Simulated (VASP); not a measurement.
# HfO2 (P2_1/c) in VASP: a series of runs

Aim: see how the results for HfO2 move with the level of theory and the settings. Levels: PBE, PBEsol. Tasks: single point.

Program: VASP 6.6.1. These are calculated values, not measurements. Logs are shortened: lines on timing, memory, paths and dates and some standing lists are left out, and cuts for length are marked.

**What was measured.**

From “Temperature dependence of self-trapped exciton luminescence in nanostructured hafnia powder”, 2021, arxiv:2112.02602, for a bulk crystal of HfO2: band gap 5.54 eV (indirect).

The results are compared with them further down.

### Step 1. The cell of the first run

It takes space group P2_1/c (No. 14, monoclinic). Conventional cell: a = 5.218 Å, b = 5.287 Å, c = 5.388 Å, α = 90.00°, β = 99.35°, γ = 90.00°. Hf (site symmetry 1) has 7 O at 2.07 to 2.29 Å within 2.7 Å. Within 2.7 Å of O (site symmetry 1) lie 3 Hf at 2.07 to 2.17 Å and 2 O at 2.56 to 2.63 Å. O (site symmetry 1) has 4 Hf at 2.18 to 2.29 Å and 5 O at 2.56 to 2.78 Å within 2.9 Å.

### Step 2. Single point, PBE

INCAR

```
PREC = Accurate
ENCUT = 520
EDIFF = 1E-7
ISMEAR = -1
SIGMA = 0.05
LREAL = F
LASPH = T
NELM = 100
ALGO = Normal
ISIF = 2
LWAVE = F
LCHARG = T
GGA = PE
LELF = T
LVHAR = T
NBANDS = 56
```

KPOINTS

```
Automatic mesh
0
Gamma
  5 5 5
```

POSCAR

```
HfO2
1.0
    5.2183784252      0.0000000000      0.0000000000
    0.0000000000      5.2874062132      0.0000000000
   -0.8755038659      0.0000000000      5.3161257910
Hf O
4 8
Direct
    0.2755000000      0.4603000000      0.7080000000
    0.7245000000      0.9603000000      0.7920000000
    0.7245000000      0.5397000000      0.2920000000
    0.2755000000      0.0397000000      0.2080000000
    0.0742000000      0.1684000000      0.8467000000
    0.9258000000      0.6684000000      0.6533000000
    0.9258000000      0.8316000000      0.1533000000
    0.0742000000      0.3316000000      0.3467000000
    0.4487000000      0.7419000000      0.9801000000
    0.5513000000      0.2419000000      0.5199000000
    0.5513000000      0.2581000000      0.0199000000
    0.4487000000      0.7581000000      0.4801000000
```

Potentials or basis: VASP PAW PBE potentials, release 64 (Hf_pv, O).

Command:

```bash
cat potpaw_PBE.64/Hf_pv/POTCAR potpaw_PBE.64/O/POTCAR > POTCAR
mpirun -np 1 vasp_std > vasp.out
```

OUTCAR:

```text
PREC = Accurate
   ENCUT = 520
   EDIFF = 1E-7
   ISMEAR = -1
   LREAL = F
   LASPH = T
   NELM = 100
   ISIF = 2
   GGA = PE

 ion  position               nearest neighbor table
   1  0.276  0.460  0.708-   5 2.07   6 2.11   8 2.17   9 2.18  10 2.21  12 2.27  11 2.29   3 3.37
                             4 3.49   4 3.49   2 3.51   2 3.51   3 3.52   3 3.63
   2  0.724  0.960  0.792-   6 2.07   5 2.11   7 2.17  10 2.18   9 2.21  11 2.27  12 2.29   4 3.37
                             3 3.49   3 3.49   1 3.51   1 3.51   4 3.52   4 3.63
   3  0.724  0.540  0.292-   7 2.07   8 2.11   6 2.17  11 2.18  12 2.21  10 2.27   9 2.29   1 3.37
                             2 3.49   2 3.49   4 3.51   4 3.51   1 3.52   1 3.63
   4  0.276  0.040  0.208-   8 2.07   7 2.11   5 2.17  12 2.18  11 2.21   9 2.27  10 2.29   2 3.37
                             1 3.49   1 3.49   3 3.51   3 3.51   2 3.52   2 3.63
   5  0.074  0.168  0.847-   1 2.07   2 2.11   4 2.17
   6  0.926  0.668  0.653-   2 2.07   1 2.11   3 2.17
   7  0.926  0.832  0.153-   3 2.07   4 2.11   2 2.17
   8  0.074  0.332  0.347-   4 2.07   3 2.11   1 2.17
   9  0.449  0.742  0.980-   1 2.18   2 2.21   4 2.27   3 2.29
  10  0.551  0.242  0.520-   2 2.18   1 2.21   3 2.27   4 2.29
  11  0.551  0.258  0.020-   3 2.18   4 2.21   2 2.27   1 2.29
  12  0.449  0.758  0.480-   4 2.18   3 2.21   1 2.27   2 2.29

  LATTYP: Found a simple monoclinic cell.
 ALAT       =     5.2183784252
 B/A-ratio  =     1.0132278234
 C/A-ratio  =     1.0324540836
 COS(beta)  =    -0.1624993963

  Lattice vectors:

 A1 = (   5.2183784252,   0.0000000000,   0.0000000000)
 A2 = (   0.0000000000,   5.2874062132,   0.0000000000)
 A3 = (  -0.8755038659,   0.0000000000,   5.3161257910)

Analysis of symmetry for initial positions (statically):
=====================================================================
 Subroutine PRICEL returns:
 Original cell was already a primitive cell.

 Routine SETGRP: Setting up the symmetry group for a
 simple monoclinic supercell.

 Subroutine GETGRP returns: Found  4 space group operations
 (whereof  2 operations were pure point group operations)
 out of a pool of  4 trial point group operations.

The static configuration has the point symmetry S_2 .
 The point group associated with its full space group is C_2h.

Analysis of symmetry for dynamics (positions and initial velocities):
=====================================================================
 Subroutine PRICEL returns:
 Original cell was already a primitive cell.

 Routine SETGRP: Setting up the symmetry group for a
 simple monoclinic supercell.

 Subroutine GETGRP returns: Found  4 space group operations
 (whereof  2 operations were pure point group operations)
 out of a pool of  4 trial point group operations.

The dynamic configuration has the point symmetry S_2 .
 The point group associated with its full space group is C_2h.

 Subroutine INISYM returns: Found  4 space group operations
 (whereof  2 operations are pure point group operations),
 and found     1 'primitive' translations

----------------------------------------------------------------------------------------

                                     Primitive cell

  volume of cell :     146.6809

  direct lattice vectors                    reciprocal lattice vectors
     5.218378425  0.000000000  0.000000000     0.191630411  0.000000000  0.031559292
     0.000000000  5.287406213  0.000000000     0.000000000  0.189128650  0.000000000
    -0.875503866  0.000000000  5.316125791     0.000000000  0.000000000  0.188106911

  length of vectors
     5.218378425  5.287406213  5.387736115     0.194211748  0.189128650  0.188106911

  position of ions in fractional coordinates (direct lattice)
     0.275500000  0.460300000  0.708000000
     0.724500000  0.960300000  0.792000000
     0.724500000  0.539700000  0.292000000
     0.275500000  0.039700000  0.208000000
     0.074200000  0.168400000  0.846700000
     0.925800000  0.668400000  0.653300000
     0.925800000  0.831600000  0.153300000
     0.074200000  0.331600000  0.346700000
     0.448700000  0.741900000  0.980100000
     0.551300000  0.241900000  0.519900000
     0.551300000  0.258100000  0.019900000
     0.448700000  0.758100000  0.480100000

  ion indices of the primitive-cell ions
   primitive index   ion index
                 1           1
                 2           2
                 3           3
                 4           4
                 5           5
                 6           6
                 7           7
                 8           8
                 9           9
                10          10
                11          11
                12          12

----------------------------------------------------------------------------------------

 KPOINTS: Automatic mesh

Automatic generation of k-mesh.
 Grid dimensions read from file:
 generate k-points for:    5    5    5

 Generating k-lattice:

  Cartesian coordinates                     Fractional coordinates (reciprocal lattice)
     0.038326082  0.000000000  0.006311858     0.200000000  0.000000000  0.000000000
     0.000000000  0.037825730  0.000000000     0.000000000  0.200000000  0.000000000
     0.000000000  0.000000000  0.037621382     0.000000000  0.000000000  0.200000000

  Length of vectors
     0.038842350  0.037825730  0.037621382

  Shift w.r.t. Gamma in fractional coordinates (k-lattice)
     0.000000000  0.000000000  0.000000000

 Subroutine IBZKPT returns following result:
 ===========================================

 Found     39 irreducible k-points:

 Following reciprocal coordinates:
            Coordinates               Weight
  0.000000  0.000000  0.000000      1.000000
  0.200000  0.000000  0.000000      2.000000
  0.400000  0.000000  0.000000      2.000000
  0.000000  0.200000  0.000000      2.000000
  0.200000  0.200000  0.000000      4.000000
  0.400000  0.200000  0.000000      4.000000
[... 16 lines left out ...]
 -0.400000  0.400000  0.200000      4.000000
 -0.200000  0.400000  0.200000      4.000000
 [... further k-points ...]
   k-points           NKPTS =     39   k-points in BZ     NKDIM =     39   number of bands    NBANDS=     56
   number of dos      NEDOS =    301   number of ions     NIONS =     12
   total plane-waves  NPLWV =  64000
   dimension x,y,z NGX =    40 NGY =   40 NGZ =   40
   dimension x,y,z NGXF=    80 NGYF=   80 NGZF=   80
   ions per type =               4   8
   NGX,Y,Z   is equivalent  to a cutoff of  12.74, 12.58, 12.34 a.u.
   NGXF,Y,Z  is equivalent  to a cutoff of  25.49, 25.15, 24.69 a.u.
 SYSTEM =  unknown system
   PREC   = accura    normal or accurate (medium, high low for compatibility)
   ISTART =      0    job   : 0-new  1-cont  2-samecut
   ICHARG =      2    charge: 1-file 2-atom 10-const
   ISPIN  =      1    spin polarized calculation?
   LNONCOLLINEAR =      F non collinear calculations
   LSORBIT =      F    spin-orbit coupling
   LASPH  =      T    aspherical Exc in radial PAW
   ENCUT  =  520.0 eV  38.22 Ry    6.18 a.u.   9.70  9.83 10.02*2*pi/ulx,y,z
   NELM   =    100;   NELMIN=  2; NELMDL= -5     # of ELM steps
   EDIFF  = 0.1E-06   stopping-criterion for ELM
   LREAL  =      F    real-space projection
   EDIFFG = 0.1E-05   stopping-criterion for IOM
   NSW    =      0    number of steps for IOM
   IBRION =     -1    ionic relax: 0-MD 1-quasi-New 2-CG
   NFREE  =      0    steps in history (QN), initial steepest desc. (CG)
   ISIF   =      2    stress and relaxation
   ISYM   =      2    0-nonsym 1-usesym 2-fastsym
   POTIM  = 0.5000    time-step for ionic-motion
   TEBEG  =    0.0;   TEEND  =   0.0 temperature during run
   PSTRESS=    0.0 pullay stress
   NELECT =      88.0000    total number of electrons
   NUPDOWN=      -1.0000    fix difference up-down
   EMIN   =  10.00;   EMAX   =-10.00  energy-range for DOS
   EFERMI =   0.00;   METHOD = LEGACY
   ISMEAR =    -1;   SIGMA  =   0.05  broadening in eV -4-tet -1-fermi 0-gaus
   EFERMI_NEDOS =   21; number of points for ismear=-14 and -15
   IALGO  =     38    algorithm
   IMIX   =      4    mixing-type and parameters
     AMIX     =   0.40;   BMIX     =  1.00
     AMIX_MAG =   1.60;   BMIX_MAG =  1.00
  volume/ion in A,a.u.               =      12.22        82.49
  Fermi-wavevector in a.u.,A,eV,Ry     =   1.380738  2.609216 25.938649  1.906437
  Thomas-Fermi vector in A             =   2.505587
   LORBIT       =      0    0 simple, 1 ext, 2 COOP (PROOUT), +10 PAW based schemes
   GGA     = PE    functional components
[... 5 lines left out ...]
 non-spin polarized calculation
  energy-cutoff  :      520.00
  volume of cell :      146.68
 maximum number of plane-waves:      3963
   NGX = 19   NGY = 19   NGZ = 21

 number of electron      88.0000051 magnetization

 Free energy of the ion-electron system (eV)
  ---------------------------------------------------
  ext. energy  EPLUGINS =         0.00000000
  ---------------------------------------------------
  free energy    TOTEN  =      -121.82544073 eV

  energy without entropy =     -121.82544073  energy(sigma->0) =     -121.82544073

 E-fermi :   3.7925     XC(G=0): -11.1282

 val. band max:        2.6909884079   @ k =   0.0000   0.0000   0.0000
 cond. band min:       6.6497135419   @ k =   0.4000   0.0000   0.0000
 fundamental gap:      3.9587251340
 Fermi energy:         3.7925401736

 k-point     1 :       0.0000    0.0000    0.0000
  band No.  band energies     occupation
      1     -27.0680      2.00000
      2     -27.0501      2.00000
      3     -27.0175      2.00000
      4     -26.8935      2.00000
      5     -26.8383      2.00000
      6     -26.7950      2.00000
[... 48 lines left out ...]
     55       9.4390      0.00000
     56       9.4761      0.00000

 k-point     2 :       0.2000    0.0000    0.0000
  band No.  band energies     occupation
      1     -27.0480      2.00000
      2     -27.0369      2.00000
      3     -26.9970      2.00000
      4     -26.8991      2.00000
      5     -26.8358      2.00000
      6     -26.8027      2.00000
[... 1291 lines left out ...]
  band No.  band energies     occupation
      1     -27.0382      2.00000
      2     -27.0104      2.00000
      3     -26.9705      2.00000
      4     -26.9253      2.00000
      5     -26.8778      2.00000
      6     -26.8423      2.00000
[... 48 lines left out ...]
     55       9.4460      0.00000
     56       9.6443      0.00000

 [... further k-points ...]
[... 5 lines left out ...]
  --------------------------------------------------------------------------------------
  -------------------------------------------------------------------------------------
  Total       -9.3648899    -10.2942956     -8.4774825      0.0000000      0.0000000     -0.5281595
  in kB     -102.2915508   -112.4433359    -92.5985084      0.0000000      0.0000000     -5.7690215
  external PRESSURE =    -102.4444650 kB  Pullay stress =       0.0000000 kB

 VOLUME and BASIS-vectors are now :
 -----------------------------------------------------------------------------
  energy-cutoff  :      520.00
  volume of cell :      146.68
      direct lattice vectors                 reciprocal lattice vectors
     5.218378425  0.000000000  0.000000000     0.191630411  0.000000000  0.031559292
     0.000000000  5.287406213  0.000000000     0.000000000  0.189128650  0.000000000
    -0.875503866  0.000000000  5.316125791     0.000000000  0.000000000  0.188106911

 POSITION                                       TOTAL-FORCE (eV/Angst)
 -----------------------------------------------------------------------------------
      0.81781      2.43379      3.76382        -0.145962     -0.158258     -0.133953
      3.08732      5.07750      4.21037         0.145962     -0.158258      0.133953
      3.52507      2.85361      1.55231         0.145962      0.158258      0.133953
      1.25556      0.20991      1.10575        -0.145962      0.158258     -0.133953
     -0.35409      0.89040      4.50116        -0.300652     -0.140026      0.048678
      4.25921      3.53410      3.47302         0.300652     -0.140026     -0.048678
      4.69696      4.39701      0.81496         0.300652      0.140026     -0.048678
      0.08367      1.75330      1.84310        -0.300652      0.140026      0.048678
      1.48341      3.92273      5.21033         0.079542      0.012925     -0.137877
      2.42172      1.27902      2.76385        -0.079542      0.012925      0.137877
      2.85947      1.36468      0.10579        -0.079542     -0.012925      0.137877
      1.92116      4.00838      2.55227         0.079542     -0.012925     -0.137877
 -----------------------------------------------------------------------------------
    total drift:                                0.000000     -0.000000      0.000000

  FREE ENERGIE OF THE ION-ELECTRON SYSTEM (eV)
  ---------------------------------------------------
  free  energy   TOTEN  =      -121.8254407257 eV

  energy  without entropy=     -121.8254407257  energy(sigma->0) =     -121.82544073
```

Wall time 2.5 min (1 thread of AMD EPYC 9R45 (Zen 5), shared host); peak memory 0.35 GiB.

What came out:

```
Free energy            : -121.8254 eV
Pressure               : -10.2 GPa
Largest force          : 0.335 eV/Å
Band gap on the k mesh : 3.96 eV, indirect (least direct gap 4.03 eV)
```

Forces on the atoms (eV/Å):
```
Hf  -0.146 -0.158 -0.134
Hf   0.146 -0.158  0.134
Hf   0.146  0.158  0.134
Hf  -0.146  0.158 -0.134
O   -0.301 -0.140  0.049
O    0.301 -0.140 -0.049
O    0.301  0.140 -0.049
O   -0.301  0.140  0.049
O    0.080  0.013 -0.138
O   -0.080  0.013  0.138
O   -0.080 -0.013  0.138
O    0.080 -0.013 -0.138
```

Caveat: spin-orbit coupling is left out, which moves the levels of the heavy elements. A k mesh can miss the band edges.

[end of part 1 of 2]
